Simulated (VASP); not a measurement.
# GaN (F-43m) in VASP: notebook

Aim: see how the results for GaN move with the level of theory and the settings. Levels: PBE, r2SCAN, HSE06. Tasks: single point.

All numbers are computed with VASP 6.6.1; they aren't measurements. Logs are shortened: lines on timing, memory, paths and dates and some standing lists are left out, and cuts for length are marked.

## (1) The cell of the first run

The structure is cubic, space group F-43m (No. 216). Conventional cell: a = 4.278 Å, b = 4.278 Å, c = 4.278 Å, α = 90.00°, β = 90.00°, γ = 90.00°. Ga (site symmetry -43m) has 4 N at 1.85 Å within 2.5 Å. N (site symmetry -43m) has 4 Ga at 1.85 Å within 2.5 Å.

## (2) Single point, PBE (strain -4.9%)

The input, INCAR:

```
SYSTEM = GaN
PREC     = Accurate       ! precision mode
ENCUT    = 520            ! plane-wave cutoff, eV
EDIFF    = 1E-7           ! SCF threshold, eV
ISMEAR   = -1             ! smearing method
SIGMA    = 0.02           ! smearing width, eV
LREAL    = .FALSE.        ! projectors in reciprocal space
LASPH    = .TRUE.         ! aspherical terms in the spheres
NELM     = 60             ! most SCF steps
ALGO     = Normal         ! electronic algorithm
ISIF     = 2              ! what is computed and relaxed
LWAVE    = .FALSE.        ! write WAVECAR
LCHARG   = .TRUE.         ! write CHGCAR
GGA      = PE             ! functional
LELF     = .TRUE.         ! ELF
LVHAR    = .TRUE.       
NBANDS   = 16             ! bands
```

The input, KPOINTS:

```
regular mesh
0
G
  10 10 10
  0 0 0
```

The input, POSCAR:

```
GaN
1.0
    0.0000000000      2.1392036575      2.1392036575
    2.1392036575      0.0000000000      2.1392036575
    2.1392036575      2.1392036575      0.0000000000
Ga N
1 1
Direct
    0.0000000000      0.0000000000      0.0000000000
    0.2500000000      0.2500000000      0.2500000000
```

Potentials or basis: VASP PAW PBE potentials, release 64 (Ga_d, N).

Started as:

```console
$ cat potpaw_PBE.64/Ga_d/POTCAR potpaw_PBE.64/N/POTCAR > POTCAR
$ mpirun -np 1 vasp_std > vasp.out
```

OUTCAR:

```text
SYSTEM = GaN
   PREC = Accurate
   ENCUT = 520
   EDIFF = 1E-7
   ISMEAR = -1
   LREAL = .FALSE.
   LASPH = .TRUE.
   NELM = 60
   ISIF = 2
   GGA = PE

 ion  position               nearest neighbor table
   1  0.000  0.000  0.000-   2 1.85   2 1.85   2 1.85   2 1.85
   2  0.250  0.250  0.250-   1 1.85   1 1.85   1 1.85   1 1.85

  LATTYP: Found a face centered cubic cell.
 ALAT       =     4.2784073150

  Lattice vectors:

 A1 = (   0.0000000000,   2.1392036575,   2.1392036575)
 A2 = (   2.1392036575,   0.0000000000,   2.1392036575)
 A3 = (   2.1392036575,   2.1392036575,   0.0000000000)

Analysis of symmetry for initial positions (statically):
=====================================================================
 Subroutine PRICEL returns:
 Original cell was already a primitive cell.

 Routine SETGRP: Setting up the symmetry group for a
 face centered cubic supercell.

 Subroutine GETGRP returns: Found 24 space group operations
 (whereof 24 operations were pure point group operations)
 out of a pool of 48 trial point group operations.

The static configuration has the point symmetry T_d .

Analysis of symmetry for dynamics (positions and initial velocities):
=====================================================================
 Subroutine PRICEL returns:
 Original cell was already a primitive cell.

 Routine SETGRP: Setting up the symmetry group for a
 face centered cubic supercell.

 Subroutine GETGRP returns: Found 24 space group operations
 (whereof 24 operations were pure point group operations)
 out of a pool of 48 trial point group operations.

The dynamic configuration has the point symmetry T_d .

 Subroutine INISYM returns: Found 24 space group operations
 (whereof 24 operations are pure point group operations),
 and found     1 'primitive' translations

----------------------------------------------------------------------------------------

                                     Primitive cell

  volume of cell :      19.5788

  direct lattice vectors                    reciprocal lattice vectors
     0.000000000  2.139203657  2.139203657    -0.233731837  0.233731837  0.233731837
     2.139203657  0.000000000  2.139203657     0.233731837 -0.233731837  0.233731837
     2.139203657  2.139203657  0.000000000     0.233731837  0.233731837 -0.233731837

  length of vectors
     3.025290825  3.025290825  3.025290825     0.404835417  0.404835417  0.404835417

  position of ions in fractional coordinates (direct lattice)
     0.000000000  0.000000000  0.000000000
     0.250000000  0.250000000  0.250000000

  ion indices of the primitive-cell ions
   primitive index   ion index
                 1           1
                 2           2

----------------------------------------------------------------------------------------

 KPOINTS: regular mesh

Automatic generation of k-mesh.
 Grid dimensions read from file:
 generate k-points for:   10   10   10

 Generating k-lattice:

  Cartesian coordinates                     Fractional coordinates (reciprocal lattice)
    -0.023373184  0.023373184  0.023373184     0.100000000  0.000000000  0.000000000
     0.023373184 -0.023373184  0.023373184     0.000000000  0.100000000  0.000000000
     0.023373184  0.023373184 -0.023373184     0.000000000  0.000000000  0.100000000

  Length of vectors
     0.040483542  0.040483542  0.040483542

  Shift w.r.t. Gamma in fractional coordinates (k-lattice)
     0.000000000  0.000000000  0.000000000

 Subroutine IBZKPT returns following result:
 ===========================================

 Found     47 irreducible k-points:

 Following reciprocal coordinates:
            Coordinates               Weight
  0.000000  0.000000  0.000000      1.000000
  0.100000  0.000000  0.000000      8.000000
  0.200000  0.000000  0.000000      8.000000
  0.300000  0.000000  0.000000      8.000000
  0.400000  0.000000  0.000000      8.000000
  0.500000  0.000000  0.000000      4.000000
[... 16 lines left out ...]
  0.300000  0.300000  0.000000      6.000000
  0.400000  0.300000  0.000000     24.000000
 [... further k-points ...]
   k-points           NKPTS =     47   k-points in BZ     NKDIM =     47   number of bands    NBANDS=     16
   number of dos      NEDOS =    301   number of ions     NIONS =      2
   total plane-waves  NPLWV =  13824
   dimension x,y,z NGX =    24 NGY =   24 NGZ =   24
   dimension x,y,z NGXF=    48 NGYF=   48 NGZF=   48
   ions per type =               1   1
   NGX,Y,Z   is equivalent  to a cutoff of  13.19, 13.19, 13.19 a.u.
   NGXF,Y,Z  is equivalent  to a cutoff of  26.38, 26.38, 26.38 a.u.
 SYSTEM =  GaN
   PREC   = accura    normal or accurate (medium, high low for compatibility)
   ISTART =      0    job   : 0-new  1-cont  2-samecut
   ICHARG =      2    charge: 1-file 2-atom 10-const
   ISPIN  =      1    spin polarized calculation?
   LNONCOLLINEAR =      F non collinear calculations
   LSORBIT =      F    spin-orbit coupling
   LASPH  =      T    aspherical Exc in radial PAW
   ENCUT  =  520.0 eV  38.22 Ry    6.18 a.u.   5.63  5.63  5.63*2*pi/ulx,y,z
   NELM   =     60;   NELMIN=  2; NELMDL= -5     # of ELM steps
   EDIFF  = 0.1E-06   stopping-criterion for ELM
   LREAL  =      F    real-space projection
   EDIFFG = 0.1E-05   stopping-criterion for IOM
   NSW    =      0    number of steps for IOM
   IBRION =     -1    ionic relax: 0-MD 1-quasi-New 2-CG
   NFREE  =      0    steps in history (QN), initial steepest desc. (CG)
   ISIF   =      2    stress and relaxation
   ISYM   =      2    0-nonsym 1-usesym 2-fastsym
   POTIM  = 0.5000    time-step for ionic-motion
   TEBEG  =    0.0;   TEEND  =   0.0 temperature during run
   PSTRESS=    0.0 pullay stress
   NELECT =      18.0000    total number of electrons
   NUPDOWN=      -1.0000    fix difference up-down
   EMIN   =  10.00;   EMAX   =-10.00  energy-range for DOS
   EFERMI =   0.00;   METHOD = LEGACY
   ISMEAR =    -1;   SIGMA  =   0.02  broadening in eV -4-tet -1-fermi 0-gaus
   EFERMI_NEDOS =   21; number of points for ismear=-14 and -15
   IALGO  =     38    algorithm
   IMIX   =      4    mixing-type and parameters
     AMIX     =   0.40;   BMIX     =  1.00
     AMIX_MAG =   1.60;   BMIX_MAG =  1.00
  volume/ion in A,a.u.               =       9.79        66.06
  Fermi-wavevector in a.u.,A,eV,Ry     =   1.591855  3.008170 34.477200  2.534003
  Thomas-Fermi vector in A             =   2.690331
   LORBIT       =      0    0 simple, 1 ext, 2 COOP (PROOUT), +10 PAW based schemes
   GGA     = PE    functional components
[... 5 lines left out ...]
 non-spin polarized calculation
  energy-cutoff  :      520.00
  volume of cell :       19.58
 maximum number of plane-waves:       544
   NGX = 11   NGY = 11   NGZ = 11

 number of electron      18.0000003 magnetization

 Free energy of the ion-electron system (eV)
  ---------------------------------------------------
  ext. energy  EPLUGINS =         0.00000000
  ---------------------------------------------------
  free energy    TOTEN  =       -11.65948492 eV

  energy without entropy =      -11.65948492  energy(sigma->0) =      -11.65948492

 E-fermi :   7.5973     XC(G=0): -12.5285

 val. band max:        7.1397242135   @ k =   0.0000   0.0000   0.0000
 cond. band min:       9.8690107054   @ k =   0.0000   0.0000   0.0000
 fundamental gap:      2.7292864919
 Fermi energy:         7.5973476293

 k-point     1 :       0.0000    0.0000    0.0000
  band No.  band energies     occupation
      1     -10.2685      2.00000
      2      -6.5503      2.00000
      3      -6.5503      2.00000
      4      -6.5502      2.00000
      5      -6.0351      2.00000
      6      -6.0351      2.00000
[... 8 lines left out ...]
     15      27.2008      0.00000
     16      27.2008      0.00000

 k-point     2 :       0.1000    0.0000    0.0000
  band No.  band energies     occupation
      1     -10.1236      2.00000
      2      -6.5292      2.00000
      3      -6.5292      2.00000
      4      -6.5219      2.00000
      5      -6.0376      2.00000
      6      -6.0376      2.00000
[... 8 lines left out ...]
     15      25.7879      0.00000
     16      25.9288      0.00000

 k-point     3 :       0.2000    0.0000    0.0000
  band No.  band energies     occupation
      1      -9.7397      2.00000
      2      -6.4800      2.00000
      3      -6.4800      2.00000
      4      -6.3860      2.00000
      5      -6.0367      2.00000
      6      -6.0367      2.00000
[... 8 lines left out ...]
     15      24.9736      0.00000
     16      24.9736      0.00000

 k-point     4 :       0.3000    0.0000    0.0000
  band No.  band energies     occupation
      1      -9.2797      2.00000
      2      -6.4360      2.00000
      3      -6.4360      2.00000
      4      -6.0165      2.00000
      5      -6.0165      2.00000
      6      -5.9994      2.00000
[... 8 lines left out ...]
     15      25.6694      0.00000
     16      25.6694      0.00000

 k-point     5 :       0.4000    0.0000    0.0000
  band No.  band energies     occupation
      1      -8.9564      2.00000
      2      -6.4167      2.00000
      3      -6.4167      2.00000
      4      -5.9815      2.00000
      5      -5.9815      2.00000
      6      -5.2815      2.00000
[... 8 lines left out ...]
     15      27.4512      0.00000
     16      27.4512      0.00000

 k-point     6 :       0.5000    0.0000    0.0000
  band No.  band energies     occupation
      1      -8.8522      2.00000
      2      -6.4132      2.00000
      3      -6.4132      2.00000
      4      -5.9638      2.00000
      5      -5.9638      2.00000
      6      -4.7609      2.00000
[... 8 lines left out ...]
     15      28.7799      0.00000
     16      28.7799      0.00000
[... 267 lines left out ...]
 k-point    21 :      -0.3000    0.2000    0.0000
  band No.  band energies     occupation
      1      -8.8472      2.00000
      2      -6.4039      2.00000
      3      -6.3301      2.00000
      4      -6.0688      2.00000
      5      -6.0491      2.00000
      6      -5.1228      2.00000
[... 8 lines left out ...]
     15      26.3008      0.00000
     16      29.6736      0.00000

 k-point    22 :      -0.2000    0.2000    0.0000
  band No.  band energies     occupation
      1      -9.1349      2.00000
      2      -6.4151      2.00000
      3      -6.3875      2.00000
      4      -6.1279      2.00000
      5      -6.0732      2.00000
      6      -5.7297      2.00000
[... 8 lines left out ...]
     15      26.2259      0.00000
     16      29.6433      0.00000

 k-point    23 :       0.3000    0.3000    0.0000
  band No.  band energies     occupation
      1      -8.9930      2.00000
      2      -6.4024      2.00000
      3      -6.2537      2.00000
      4      -6.2537      2.00000
      5      -5.9581      2.00000
      6      -5.7652      2.00000
[... 8 lines left out ...]
     15      30.7290      0.00000
     16      32.2811      0.00000

 k-point    24 :       0.4000    0.3000    0.0000
  band No.  band energies     occupation
      1      -8.7662      2.00000
      2      -6.4038      2.00000
      3      -6.2012      2.00000
      4      -6.1972      2.00000
      5      -5.9426      2.00000
      6      -5.2876      2.00000
[... 8 lines left out ...]
     15      31.3018      0.00000
     16      32.0642      0.00000

 [... further k-points ...]

------------------------ aborting loop because EDIFF is reached ----------------------------------------

  FORCE on cell =-STRESS in cart. coord.  units (eV):
  Direction    XX          YY          ZZ          XY          YZ          ZX
  --------------------------------------------------------------------------------------
  -------------------------------------------------------------------------------------
  Total        5.7272774      5.7272774      5.7272774      0.0000000      0.0000000      0.0000000
  in kB      468.6756653    468.6756653    468.6756653      0.0000000      0.0000000      0.0000000
  external PRESSURE =     468.6756653 kB  Pullay stress =       0.0000000 kB

 VOLUME and BASIS-vectors are now :
 -----------------------------------------------------------------------------
  energy-cutoff  :      520.00
  volume of cell :       19.58
      direct lattice vectors                 reciprocal lattice vectors
     0.000000000  2.139203657  2.139203657    -0.233731837  0.233731837  0.233731837
     2.139203657  0.000000000  2.139203657     0.233731837 -0.233731837  0.233731837
     2.139203657  2.139203657  0.000000000     0.233731837  0.233731837 -0.233731837

 POSITION                                       TOTAL-FORCE (eV/Angst)
 -----------------------------------------------------------------------------------
      0.00000      0.00000      0.00000         0.000000     -0.000000     -0.000000
      1.06960      1.06960      1.06960        -0.000000      0.000000      0.000000
 -----------------------------------------------------------------------------------
    total drift:                                0.000003      0.000003      0.000003

  FREE ENERGIE OF THE ION-ELECTRON SYSTEM (eV)
  ---------------------------------------------------
  free  energy   TOTEN  =       -11.6594849227 eV

  energy  without entropy=      -11.6594849227  energy(sigma->0) =      -11.65948492
```

It took 14 s on 1 thread of Intel Xeon Platinum 8259CL at 2.50GHz (Skylake/Cascade Lake), shared host; peak memory 0.14 GiB.

Results:

| Quantity | Value |
| --- | --- |
| Free energy | -11.6595 eV |
| Pressure | 46.9 GPa |
| Band gap on the k mesh | 2.73 eV, direct |

Caveat: the cell differs from its parent crystal (strain -4.9%).

## (3) Single point, r2SCAN (strain -4.9%)

POSCAR is that of step 2.

The input, INCAR.step1:

```
  PREC = Accurate
  ENCUT = 520
  ISMEAR = 0
  SIGMA = 0.01
  LREAL = False
  LASPH = True
  NELM = 100
  NBANDS = 16
  GGA = PE
  ALGO = Normal
  EDIFF = 1E-4
  LWAVE = True
  LCHARG = False
```

The input, INCAR.step2:

```
  PREC = Accurate
  ENCUT = 520
  EDIFF = 1E-6
  ISMEAR = 0
  SIGMA = 0.01
  LREAL = False
  LASPH = True
  NELM = 100
  ALGO = Normal
  ISIF = 2
  LWAVE = False
  LCHARG = False
  METAGGA = R2SCAN
  LMIXTAU = True
  NBANDS = 16
  ISTART = 1
```

The input, KPOINTS:

```
regular mesh
0
Gamma
  10 10 10
```

Potentials or basis: VASP PAW PBE potentials, release 64 (Ga_d, N).

Started as:

```console
$ cat potpaw_PBE.64/Ga_d/POTCAR potpaw_PBE.64/N/POTCAR > POTCAR
$ cp INCAR.step1 INCAR
$ mpirun -np 1 vasp_std > vasp.out
$ cp INCAR.step2 INCAR
$ mpirun -np 1 vasp_std > vasp.out
```

It took 41 s on 1 thread of Intel Xeon Platinum 8259CL at 2.50GHz (Skylake/Cascade Lake), shared host; peak memory 0.15 GiB.

Results (log left out):

```yaml
Free_energy: -21.5137 eV
Pressure: 42.6 GPa
Band_gap_on_the_k_mesh: 3.15 eV, direct
```

Levels at points of the mesh, in eV from the valence-band top:
```tsv
k point	band 6	band 7	band 8	band 9	band 10	band 11	band 12	band 13
(0.00, 0.00, 0.00)	-13.52	0.00	0.00	0.00	3.15	12.04	12.04	12.04
(0.50, 0.00, 0.00)	-12.33	-8.31	-1.22	-1.22	6.29	10.26	11.83	11.83
(0.50, 0.50, 0.00)	-11.98	-6.93	-3.41	-3.41	3.82	8.16	13.91	16.73
```

Caveat: the cell differs from its parent crystal (strain -4.9%); the PAW data sets were made with another functional, which shifts forces and pressure a little.

(Part 1 of 2 ends here.)
